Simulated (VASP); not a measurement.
# InP in VASP: single point with PBE

Aim: the single point of InP with PBE.

Program: VASP 6.6.1. These are calculated values, not measurements. Logs are shortened: lines on timing, memory, paths and dates and some standing lists are left out, and cuts for length are marked.

## 1. The cell of the first run

The cell holds a slab with vacuum, 12 atoms: a = 4.214 Å, b = 5.960 Å, c = 25.536 Å, α = 90.00°, β = 90.00°, γ = 90.00°.

## 2. Single point, PBE

The input, INCAR:

```
SYSTEM = InP
ALGO     = Normal         ! electronic algorithm
DIPOL    = 0.5 0.5 0.500
EDIFF    = 1E-6           ! SCF threshold, eV
ENCUT    = 520            ! plane-wave cutoff, eV
GGA      = PE             ! functional
IDIPOL   = 3            
ISIF     = 2              ! what is computed and relaxed
ISMEAR   = 0              ! smearing method
LASPH    = .TRUE.         ! aspherical terms in the spheres
LCHARG   = .TRUE.         ! write CHGCAR
LDIPOL   = .TRUE.       
LELF     = .TRUE.         ! ELF
LREAL    = .FALSE.        ! projectors in reciprocal space
LVACPOTAV= .TRUE.       
LVHAR    = .TRUE.       
LWAVE    = .FALSE.        ! write WAVECAR
NBANDS   = 66             ! bands
NELM     = 60             ! most SCF steps
PREC     = Accurate       ! precision mode
SIGMA    = 0.05           ! smearing width, eV
```

The input, KPOINTS:

```
k-points
0
G
  8 6 1
  0 0 0
```

The input, POSCAR:

```
InP
1.0
    4.2144047934      0.0000000000      0.0000000000
    0.0000000000      5.9600684162      0.0000000000
    0.0000000000      0.0000000000     25.5360119836
In P
6 6
Direct
    0.5000000000      0.4470105358      0.3112716284
    0.0000000000      0.0170863477      0.3720808609
    0.5000000000      0.5161171527      0.4608160715
    0.0000000000      0.0161047580      0.5391809514
    0.5000000000      0.5170691332      0.6279152574
    0.0000000000     -0.0530288149      0.6887273633
    0.0000000000      0.2379825526      0.2846087478
    0.5000000000      0.7676898207      0.3774461645
    0.0000000000      0.2641852579      0.4568471215
    0.5000000000      0.7641781226      0.5431557289
    0.0000000000      0.2676621315      0.6225590954
    0.5000000000      0.7379430022      0.7153910089
```

Potentials or basis: VASP PAW PBE potentials, release 64 (In_d, P).

On the command line:

```console
cat potpaw_PBE.64/In_d/POTCAR potpaw_PBE.64/P/POTCAR > POTCAR
mpirun -np 1 vasp_std > vasp.out
```

OUTCAR:

```text
SYSTEM = InP
   EDIFF = 1E-6
   ENCUT = 520
   GGA = PE
   ISIF = 2
   ISMEAR = 0
   LASPH = .TRUE.
   LREAL = .FALSE.
   NELM = 60
   PREC = Accurate

 ion  position               nearest neighbor table
   1  0.500  0.447  0.311-   7 2.54   7 2.54   8 2.55   2 3.66   2 3.66   3 3.84
   2  0.000  0.017  0.372-   8 2.58   8 2.58   7 2.59   9 2.62   1 3.66   1 3.66
   3  0.500  0.516  0.461-  10 2.57   9 2.59   9 2.59   8 2.60   1 3.84
   4  0.000  0.016  0.539-   9 2.57  10 2.59  10 2.59  11 2.60   6 3.84
   5  0.500  0.517  0.628-  11 2.58  11 2.58  12 2.59  10 2.62   6 3.66   6 3.66
   6  0.000  0.947  0.689-  12 2.54  12 2.54  11 2.55   5 3.66   5 3.66   4 3.84
   7  0.000  0.238  0.285-   1 2.54   1 2.54   2 2.59
   8  0.500  0.768  0.377-   1 2.55   2 2.58   2 2.58   3 2.60
   9  0.000  0.264  0.457-   4 2.57   3 2.59   3 2.59   2 2.62
  10  0.500  0.764  0.543-   3 2.57   4 2.59   4 2.59   5 2.62
  11  0.000  0.268  0.623-   6 2.55   5 2.58   5 2.58   4 2.60
  12  0.500  0.738  0.715-   6 2.54   6 2.54   5 2.59

  LATTYP: Found a simple orthorhombic cell.
 ALAT       =     4.2144047934
 B/A-ratio  =     1.4142135624
 C/A-ratio  =     6.0592214643

  Lattice vectors:

 A1 = (   4.2144047934,   0.0000000000,   0.0000000000)
 A2 = (   0.0000000000,   5.9600684162,   0.0000000000)
 A3 = (   0.0000000000,   0.0000000000,  25.5360119836)

Analysis of symmetry for initial positions (statically):
=====================================================================
 Subroutine PRICEL returns:
 Original cell was already a primitive cell.

 Routine SETGRP: Setting up the symmetry group for a
 simple orthorhombic supercell.

 Subroutine GETGRP returns: Found  2 space group operations
 (whereof  2 operations were pure point group operations)
 out of a pool of  8 trial point group operations.

The static configuration has the point symmetry C_1h.

Analysis of symmetry for dynamics (positions and initial velocities):
=====================================================================
 Subroutine PRICEL returns:
 Original cell was already a primitive cell.

 Routine SETGRP: Setting up the symmetry group for a
 simple orthorhombic supercell.

 Subroutine GETGRP returns: Found  2 space group operations
 (whereof  2 operations were pure point group operations)
 out of a pool of  8 trial point group operations.

The dynamic configuration has the point symmetry C_1h.

 Subroutine INISYM returns: Found  2 space group operations
 (whereof  2 operations are pure point group operations),
 and found     1 'primitive' translations
[... 127 lines left out ...]
   IALGO  =     38    algorithm
   IMIX   =      4    mixing-type and parameters
     AMIX     =   0.40;   BMIX     =  1.00
     AMIX_MAG =   1.60;   BMIX_MAG =  1.00
  volume/ion in A,a.u.               =      53.45       360.71
  Fermi-wavevector in a.u.,A,eV,Ry     =   0.904002  1.708315 11.118940  0.817219
  Thomas-Fermi vector in A             =   2.027396
   LORBIT       =      0    0 simple, 1 ext, 2 COOP (PROOUT), +10 PAW based schemes
   GGA     = PE    functional components
   LHFCALC =     F    Hartree Fock is set to
   AEXX    =    0.0000 exact exchange contribution
   IVDW    =     0    specifies the selected vdW correction
   LEPSILON=     F    determine dielectric tensor
   LRPA    =     F    only Hartree local field effects (RPA)
 non-spin polarized calculation
 Gauss-broadening in eV      SIGMA  =   0.05
  energy-cutoff  :      520.00
  volume of cell :      641.42
 maximum number of plane-waves:     17332
 NGX is ok and might be reduce to    32
   NGX = 15   NGY = 23   NGZ = 95

 dipolmoment           0.000000      0.000000     -0.000007 electrons x Angstroem

 number of electron     108.0000040 magnetization

 dipolmoment           0.000000      0.000000      0.000058 electrons x Angstroem

 Free energy of the ion-electron system (eV)
  ---------------------------------------------------
  ext. energy  EPLUGINS =         0.00000000
  ---------------------------------------------------
  free energy    TOTEN  =       -48.63465892 eV

  energy without entropy =      -48.63465892  energy(sigma->0) =      -48.63465892

 E-fermi :  -0.0920     XC(G=0):  -5.0081

 val. band max:       -0.3254129728   @ k =   0.0000   0.0000   0.0000
 cond. band min:       0.6774362783   @ k =   0.0000   0.0000   0.0000
 fundamental gap:      1.0028492511
 Fermi energy:        -0.0920246894

 k-point     1 :       0.0000    0.0000    0.0000
  band No.  band energies     occupation
      1     -14.6338      2.00000
      2     -14.6333      2.00000
      3     -14.5495      2.00000
      4     -14.5378      2.00000
      5     -14.4918      2.00000
      6     -14.4807      2.00000
[... 1369 lines left out ...]
     65       4.3780      0.00000
     66       4.3784      0.00000

------------------------ aborting loop because EDIFF is reached ----------------------------------------

  FORCE on cell =-STRESS in cart. coord.  units (eV):
  Direction    XX          YY          ZZ          XY          YZ          ZX
  --------------------------------------------------------------------------------------
  -------------------------------------------------------------------------------------
  Total       -1.9614358     -0.8259740     -0.2052461      0.0000000     -0.0007340      0.0000000
  in kB       -4.8994137     -2.0631764     -0.5126782      0.0000000     -0.0018334      0.0000000
  external PRESSURE =      -2.4917561 kB  Pullay stress =       0.0000000 kB

 VOLUME and BASIS-vectors are now :
 -----------------------------------------------------------------------------
  energy-cutoff  :      520.00
  volume of cell :      641.42
      direct lattice vectors                 reciprocal lattice vectors
     4.214404793  0.000000000  0.000000000     0.237281431  0.000000000  0.000000000
     0.000000000  5.960068416  0.000000000     0.000000000  0.167783309  0.000000000
     0.000000000  0.000000000 25.536011984     0.000000000  0.000000000  0.039160383

 POSITION                                       TOTAL-FORCE (eV/Angst)
 -----------------------------------------------------------------------------------
      2.10720      2.66421      7.94864         0.000000     -0.003186      0.008927
      0.00000      0.10184      9.50146         0.000000      0.022650     -0.008137
      2.10720      3.07609     11.76740         0.000000     -0.004030      0.011439
      0.00000      0.09599     13.76853         0.000000     -0.003652     -0.010249
      2.10720      3.08177     16.03445         0.000000      0.022045      0.008938
      0.00000      5.64401     17.58735         0.000000     -0.003299     -0.008475
      0.00000      1.41839      7.26777         0.000000      0.010322      0.011611
      2.10720      4.57548      9.63847         0.000000     -0.019216     -0.008909
      0.00000      1.57456     11.66605         0.000000     -0.006539     -0.000934
      2.10720      4.55455     13.87003         0.000000     -0.006555     -0.000151
      0.00000      1.59528     15.89768         0.000000     -0.019029      0.007766
      2.10720      4.39819     18.26823         0.000000      0.010487     -0.011824
 -----------------------------------------------------------------------------------
    total drift:                                0.000000      0.000100     -0.000000

  FREE ENERGIE OF THE ION-ELECTRON SYSTEM (eV)
  ---------------------------------------------------
  free  energy   TOTEN  =       -48.6346589235 eV

  energy  without entropy=      -48.6346589235  energy(sigma->0) =      -48.63465892

 vacuum level on the upper side and lower side of the slab         4.870         4.870
```

OSZICAR:

```text
N       E                     dE             d eps       ncg     rms          rms(c)
DAV:   1     0.985382227268E+03    0.98538E+03   -0.45971E+04  2768   0.150E+03
DAV:   2     0.750864999366E+02   -0.91030E+03   -0.88540E+03  2912   0.382E+02
DAV:   3    -0.442512500247E+02   -0.11934E+03   -0.11761E+03  3168   0.179E+02
[... 18 lines left out ...]
DAV:  22    -0.486346523518E+02   -0.12226E-04   -0.49336E-07  1906   0.228E-03    0.622E-04
DAV:  23    -0.486346562770E+02   -0.39252E-05   -0.99903E-08  1962   0.130E-03    0.459E-04
DAV:  24    -0.486346577921E+02   -0.15151E-05   -0.31031E-08  1690   0.116E-03    0.283E-04
DAV:  25    -0.486346588785E+02   -0.10864E-05   -0.38905E-08  1742   0.691E-04    0.176E-04
DAV:  26    -0.486346589235E+02   -0.45071E-07   -0.53667E-09  1584   0.603E-04
   1 F= -.48634659E+02 E0= -.48634659E+02  d E =-.202642E-12
```

stdout:

```text
POSCAR found type information on POSCAR InP
 POSCAR found :  2 types and      12 ions
 scaLAPACK will be used
 LDA part: xc-table for (Slater+PW92), standard interpolation
 POSCAR, INCAR and KPOINTS ok, starting setup
 FFT: planning ... GRIDC
 FFT: planning ... GRID_SOFT
 FFT: planning ... GRID
 WAVECAR not read
 entering main loop
 -----------------------------------------------------------------------------
|                                                                             |
|           W    W    AA    RRRRR   N    N  II  N    N   GGGG   !!!           |
|           W    W   A  A   R    R  NN   N  II  NN   N  G    G  !!!           |
|           W    W  A    A  R    R  N N  N  II  N N  N  G       !!!           |
|           W WW W  AAAAAA  RRRRR   N  N N  II  N  N N  G  GGG   !            |
|           WW  WW  A    A  R   R   N   NN  II  N   NN  G    G                |
|           W    W  A    A  R    R  N    N  II  N    N   GGGG   !!!           |
|                                                                             |
|     Did not find any points to average over, which means that no vacuum     |
|     field-free region was found. Please increase the size of  your cell     |
|     in the dimension of the dipole correction to obtain accurate            |
|     workfunction values.                                                    |
|                                                                             |
 -----------------------------------------------------------------------------
```

Wall time 41 min (1 thread of Oxide Virtual Turin-like, shared host); peak memory 0.95 GiB.

Results:

- Free energy: -48.6347 eV
- Largest force: 0.024 eV/Å
- Band gap on the k mesh: 1.00 eV

Forces in eV/Å, atoms in the order of the input:
```
In   0.000 -0.003  0.009
In   0.000  0.023 -0.008
In   0.000 -0.004  0.011
In   0.000 -0.004 -0.010
In   0.000  0.022  0.009
In   0.000 -0.003 -0.008
P    0.000  0.010  0.012
P    0.000 -0.019 -0.009
P    0.000 -0.007 -0.001
P    0.000 -0.007  0.000
P    0.000 -0.019  0.008
P    0.000  0.010 -0.012
```

Caveat: spin-orbit coupling is left out, which moves the levels of the heavy elements.
